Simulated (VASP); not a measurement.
# SiC (Moissanite) (P6_3mc) in VASP: notebook

The runs below take SiC (Moissanite) through single point, relaxation of cell and atoms, with r2SCAN.

Program: VASP 6.6.1. These are calculated values, not measurements. Logs are shortened: lines on timing, memory, paths and dates and some standing lists are left out, and cuts for length are marked.

**1. The cell of the first run**

It takes space group P6_3mc (No. 186, hexagonal). The conventional cell has a = 3.075 Å, b = 3.075 Å, c = 5.048 Å, α = 90.00°, β = 90.00°, γ = 120.00°. Si (site symmetry 3m) has 4 C at 1.88 to 1.90 Å within 2.5 Å. Within 2.5 Å of C (site symmetry 3m) lie 4 Si at 1.88 to 1.90 Å.

**2. Single point, r2SCAN**

The input, POSCAR:

```
SiC
1.0
    3.0753207221      0.0000000000      0.0000000000
   -1.5376603611      2.6633058701      0.0000000000
    0.0000000000      0.0000000000      5.0482208719
Si C
2 2
Direct
    0.6666666667      0.3333333333     -0.0004014583
    0.3333333333      0.6666666667      0.4995985417
    0.6666666667      0.3333333333      0.3754014583
    0.3333333333      0.6666666667      0.8754014583
```

The input, INCAR.step1:

```
ALGO = Normal
EDIFF = 1E-4
ENCUT = 520
GGA = PE
ISMEAR = 0
LASPH = True
LCHARG = False
LREAL = False
LWAVE = True
NBANDS = 16
NELM = 80
PREC = Accurate
SIGMA = 0.02
```

The input, INCAR.step2:

```
ALGO = Normal
EDIFF = 1E-6
ENCUT = 520
ISIF = 2
ISMEAR = 0
ISTART = 1
LASPH = True
LCHARG = False
LMIXTAU = True
LREAL = False
LWAVE = False
METAGGA = R2SCAN
NBANDS = 16
NELM = 80
PREC = Accurate
SIGMA = 0.02
```

The input, KPOINTS:

```
k-points
0
Gamma
  12 12 6
```

Potentials or basis: VASP PAW PBE potentials, release 64 (Si, C).

Started as:

```console
$ cat potpaw_PBE.64/Si/POTCAR potpaw_PBE.64/C/POTCAR > POTCAR
$ cp INCAR.step1 INCAR
$ mpirun -np 1 vasp_std > vasp.out
$ cp INCAR.step2 INCAR
$ mpirun -np 1 vasp_std > vasp.out
```

OUTCAR:

```text
EDIFF = 1E-6
   ENCUT = 520
   ISIF = 2
   ISMEAR = 0
   ISTART = 1
   LASPH = True
   LREAL = False
   METAGGA = R2SCAN
   NELM = 80
   PREC = Accurate

 ion  position               nearest neighbor table
   1  0.667  0.333  1.000-   4 1.88   4 1.88   4 1.88   3 1.90   2 3.09   2 3.09   2 3.09   2 3.09
                             2 3.09   2 3.09
   2  0.333  0.667  0.500-   3 1.88   3 1.88   3 1.88   4 1.90   1 3.09   1 3.09   1 3.09   1 3.09
                             1 3.09   1 3.09
   3  0.667  0.333  0.375-   2 1.88   2 1.88   2 1.88   1 1.90
   4  0.333  0.667  0.875-   1 1.88   1 1.88   1 1.88   2 1.90

  LATTYP: Found a hexagonal cell.
 ALAT       =     3.0753207221
 C/A-ratio  =     1.6415266335

  Lattice vectors:

 A1 = (   3.0753207221,   0.0000000000,   0.0000000000)
 A2 = (  -1.5376603611,   2.6633058701,   0.0000000000)
 A3 = (   0.0000000000,   0.0000000000,   5.0482208719)

Analysis of symmetry for initial positions (statically):
=====================================================================
 Subroutine PRICEL returns:
 Original cell was already a primitive cell.

 Routine SETGRP: Setting up the symmetry group for a
 hexagonal supercell.

 Subroutine GETGRP returns: Found 12 space group operations
 (whereof  6 operations were pure point group operations)
 out of a pool of 24 trial point group operations.

The static configuration has the point symmetry C_3v.
 The point group associated with its full space group is C_6v.

Analysis of symmetry for dynamics (positions and initial velocities):
=====================================================================
 Subroutine PRICEL returns:
 Original cell was already a primitive cell.

 Routine SETGRP: Setting up the symmetry group for a
 hexagonal supercell.

 Subroutine GETGRP returns: Found 12 space group operations
 (whereof  6 operations were pure point group operations)
 out of a pool of 24 trial point group operations.

The dynamic configuration has the point symmetry C_3v.
 The point group associated with its full space group is C_6v.

 Subroutine INISYM returns: Found 12 space group operations
 (whereof  6 operations are pure point group operations),
 and found     1 'primitive' translations

[... 92 lines left out ...]
   ISPIN  =      1    spin polarized calculation?
   LNONCOLLINEAR =      F non collinear calculations
   LSORBIT =      F    spin-orbit coupling
   LASPH  =      T    aspherical Exc in radial PAW
   ENCUT  =  520.0 eV  38.22 Ry    6.18 a.u.   5.72  5.72  9.39*2*pi/ulx,y,z
   NELM   =     80;   NELMIN=  2; NELMDL=  0     # of ELM steps
   EDIFF  = 0.1E-05   stopping-criterion for ELM
   LREAL  =      F    real-space projection
   EDIFFG = 0.1E-04   stopping-criterion for IOM
   NSW    =      0    number of steps for IOM
   IBRION =     -1    ionic relax: 0-MD 1-quasi-New 2-CG
   NFREE  =      0    steps in history (QN), initial steepest desc. (CG)
   ISIF   =      2    stress and relaxation
   ISYM   =      2    0-nonsym 1-usesym 2-fastsym
   POTIM  = 0.5000    time-step for ionic-motion
   TEBEG  =    0.0;   TEEND  =   0.0 temperature during run
   PSTRESS=    0.0 pullay stress
   NELECT =      16.0000    total number of electrons
   NUPDOWN=      -1.0000    fix difference up-down
   EMIN   =  10.00;   EMAX   =-10.00  energy-range for DOS
   EFERMI =   0.00;   METHOD = LEGACY
   ISMEAR =     0;   SIGMA  =   0.02  broadening in eV -4-tet -1-fermi 0-gaus
   EFERMI_NEDOS =   21; number of points for ismear=-14 and -15
   IALGO  =     38    algorithm
   IMIX   =      4    mixing-type and parameters
     AMIX     =   0.40;   BMIX     =  1.00
     AMIX_MAG =   1.60;   BMIX_MAG =  1.00
  volume/ion in A,a.u.               =      10.34        69.76
  Fermi-wavevector in a.u.,A,eV,Ry     =   1.192976  2.254397 19.363686  1.423191
  Thomas-Fermi vector in A             =   2.329001
   LORBIT       =      0    0 simple, 1 ext, 2 COOP (PROOUT), +10 PAW based schemes
   METAGGA = R2SCAN    functional components
   LHFCALC =     F    Hartree Fock is set to
   AEXX    =    0.0000 exact exchange contribution
   IVDW    =     0    specifies the selected vdW correction
   LEPSILON=     F    determine dielectric tensor
   LRPA    =     F    only Hartree local field effects (RPA)
 non-spin polarized calculation
 Gauss-broadening in eV      SIGMA  =   0.02
  energy-cutoff  :      520.00
  volume of cell :       41.35
 maximum number of plane-waves:      1126
 NGX is ok and might be reduce to    24
   NGX = 11   NGY = 11   NGZ = 19

 number of electron      16.0000000 magnetization

 Free energy of the ion-electron system (eV)
  ---------------------------------------------------
  ext. energy  EPLUGINS =         0.00000000
  ---------------------------------------------------
  free energy    TOTEN  =       -38.63789477 eV

  energy without entropy =      -38.63789477  energy(sigma->0) =      -38.63789477

 E-fermi :   8.3201     XC(G=0): -11.9291

 val. band max:        8.1457467765   @ k =   0.0000   0.0000   0.0000
 cond. band min:      10.8044146096   @ k =   0.3333   0.3333   0.0000
 fundamental gap:      2.6586678331
 Fermi energy:         8.3201098822

 k-point     1 :       0.0000    0.0000    0.0000
  band No.  band energies     occupation
      1      -8.2091      2.00000
      2      -4.5820      2.00000
      3      -0.8465      2.00000
      4       6.7604      2.00000
      5       6.7604      2.00000
      6       8.0322      2.00000
[... 433 lines left out ...]
      3       0.5511      2.00000
      4       2.3140      2.00000
      5       3.1587      2.00000
      6       5.1623      2.00000
[... 8 lines left out ...]
     15      20.3491      0.00000
     16      21.0763      0.00000

 [... further k-points ...]
[... 5 lines left out ...]
  --------------------------------------------------------------------------------------
  -------------------------------------------------------------------------------------
  Total       -0.0478778     -0.0478778     -0.0435001      0.0000000     -0.0000000     -0.0000000
  in kB       -1.8552181     -1.8552181     -1.6855873      0.0000000     -0.0000000     -0.0000000
  external PRESSURE =      -1.7986745 kB  Pullay stress =       0.0000000 kB

 VOLUME and BASIS-vectors are now :
 -----------------------------------------------------------------------------
  energy-cutoff  :      520.00
  volume of cell :       41.35
      direct lattice vectors                 reciprocal lattice vectors
     3.075320722  0.000000000  0.000000000     0.325169337  0.187736604  0.000000000
    -1.537660361  2.663305870  0.000000000     0.000000000  0.375473208  0.000000000
     0.000000000  0.000000000  5.048220872     0.000000000  0.000000000  0.198089589

 POSITION                                       TOTAL-FORCE (eV/Angst)
 -----------------------------------------------------------------------------------
      1.53766      0.88777      5.04619         0.000000      0.000000      0.000085
     -0.00000      1.77554      2.52208        -0.000000     -0.000000      0.000085
      1.53766      0.88777      1.89511         0.000000     -0.000000     -0.000085
     -0.00000      1.77554      4.41922        -0.000000      0.000000     -0.000085
 -----------------------------------------------------------------------------------
    total drift:                               -0.000000     -0.000000      0.000377

  FREE ENERGIE OF THE ION-ELECTRON SYSTEM (eV)
  ---------------------------------------------------
  free  energy   TOTEN  =       -38.6378947713 eV

  energy  without entropy=      -38.6378947713  energy(sigma->0) =      -38.63789477
```

OSZICAR.step1:

```text
N       E                     dE             d eps       ncg     rms          rms(c)
DAV:   1     0.264007519206E+02    0.26401E+02   -0.72244E+03  2432   0.898E+02
DAV:   2    -0.313046823040E+02   -0.57705E+02   -0.52997E+02  3504   0.159E+02
DAV:   3    -0.338129495972E+02   -0.25083E+01   -0.24991E+01  3176   0.306E+01
DAV:   4    -0.338312971932E+02   -0.18348E-01   -0.18343E-01  3016   0.321E+00
DAV:   5    -0.338314757127E+02   -0.17852E-03   -0.17852E-03  3144   0.300E-01    0.125E+01
DAV:   6    -0.301914568775E+02    0.36400E+01   -0.65260E+00  3072   0.157E+01    0.563E+00
DAV:   7    -0.301210669375E+02    0.70390E-01   -0.11202E+00  3456   0.617E+00    0.249E+00
DAV:   8    -0.301043634791E+02    0.16703E-01   -0.47357E-02  2776   0.139E+00    0.629E-01
DAV:   9    -0.301027637102E+02    0.15998E-02   -0.75954E-03  3120   0.591E-01    0.123E-01
DAV:  10    -0.301030764523E+02   -0.31274E-03   -0.10181E-03  2912   0.184E-01    0.573E-02
DAV:  11    -0.301031020824E+02   -0.25630E-04   -0.84672E-05  2112   0.693E-02
   1 F= -.30103102E+02 E0= -.30103102E+02  d E =-.126423E-15
```

Wall time 3.5 min (1 thread of AMD EPYC 9R45 (Zen 5), shared host); peak memory 0.15 GiB.

What came out:

- Free energy: -38.6379 eV
- Pressure: -0.2 GPa
- Band gap on the k mesh: 2.66 eV, indirect (least direct gap 4.48 eV)

Caveat: the PAW data sets were made with another functional, which shifts forces and pressure a little.

**3. Relaxation of cell and atoms, r2SCAN**

This run uses another cell than the first one, of 10.50 Å³/atom, 1.016 times its volume.

The input, POSCAR:

```
SiC
1.0
    3.0919379459      0.0000000000      0.0000000000
   -1.5459689730      2.6776968081      0.0000000000
    0.0000000000      0.0000000000      5.0742918075
Si C
2 2
Direct
    0.6666666667      0.3333333333     -0.0004183979
    0.3333333333      0.6666666667      0.4995816021
    0.6666666667      0.3333333333      0.3754183979
    0.3333333333      0.6666666667      0.8754183979
```

The input, INCAR.step1:

```
  ALGO = Normal
  EDIFF = 1E-4
  ENCUT = 600
  GGA = PE
  ISMEAR = 0
  LASPH = T
  LCHARG = F
  LREAL = F
  LWAVE = T
  NELM = 80
  PREC = Accurate
  SIGMA = 0.02
```

The input, INCAR.step2:

```
  ALGO = Normal
  EDIFF = 1E-6
  EDIFFG = -0.005
  ENCUT = 600
  IBRION = 2
  ISIF = 3
  ISMEAR = 0
  ISTART = 1
  LASPH = T
  LCHARG = F
  LMIXTAU = T
  LREAL = F
  LWAVE = F
  METAGGA = R2SCAN
  NELM = 80
  NSW = 70
  PREC = Accurate
  SIGMA = 0.02
```

KPOINTS is that of step 2.

Potentials or basis: VASP PAW PBE potentials, release 64 (Si, C).

Started as:

```console
$ cat potpaw_PBE.64/Si/POTCAR potpaw_PBE.64/C/POTCAR > POTCAR
$ cp INCAR.step1 INCAR
$ mpirun -np 1 vasp_std > vasp.out
$ cp INCAR.step2 INCAR
$ mpirun -np 1 vasp_std > vasp.out
```

Run time: 12 min. Hardware: 1 thread of AMD EPYC 9R45 (Zen 5), shared host; peak memory 0.17 GiB.

The run converged. Its results:

```
Free energy                            : -38.6428 eV
Relaxed volume                         : 10.32 Å³/atom
Relaxed cell                           : a = 3.074 Å, b = 3.074 Å, c = 5.045 Å, α = 90.00°, β = 90.00°, γ = 120.00°
Space group after relaxing (to 0.05 Å) : P6_3mc (No. 186)
Energy gained by relaxing              : 2.2 meV/atom
Ionic steps                            : 6
Pressure after relaxing                : 0.0 GPa
Band gap on the k mesh                 : 2.66 eV, indirect (least direct gap 4.49 eV)
```

Step by step:
| step | energy change (eV) | largest force (eV/Å) | pressure (GPa) | volume (Å³) |
| --- | --- | --- | --- | --- |
| 1 | 0.0000 | 0.0014 | -3.86 | 42.01 |
| 2 | 0.0022 | 0.0144 | 4.57 | 40.49 |
| 3 | -0.0089 | 0.0054 | -0.02 | 41.28 |
| 4 | -0.0089 | 0.0056 | 0.05 | 41.27 |
| 5 | -0.0089 | 0.0052 | -0.04 | 41.29 |
| 6 | -0.0089 | 0.0001 | 0.00 | 41.28 |

Final structure:
```
Si C
1.0
     3.07365    0.00000    0.00000
    -1.53683    2.66186    0.00000
     0.00000    0.00000    5.04545
Si C
2 2
Direct
  0.66667 0.33333 0.99960
  0.33333 0.66667 0.49960
  0.66667 0.33333 0.37540
  0.33333 0.66667 0.87540
```

Levels at points of the mesh, in eV from the valence-band top:
| k point | band 6 | band 7 | band 8 | band 9 | band 10 | band 11 |
| --- | --- | --- | --- | --- | --- | --- |
| (0.00, 0.00, 0.00) | -0.11 | 0.00 | 0.00 | 5.39 | 6.79 | 7.20 |
| (0.50, 0.00, 0.00) | -3.48 | -3.37 | -1.26 | 3.23 | 4.67 | 7.48 |
| (0.00, 0.00, 0.50) | -0.75 | -0.75 | -0.75 | 6.51 | 6.51 | 7.90 |
| (0.50, 0.00, 0.50) | -2.56 | -2.44 | -2.44 | 3.73 | 3.73 | 5.80 |

Caveat: the PAW data sets were made with another functional, which shifts forces and pressure a little. A k mesh can miss the band edges.
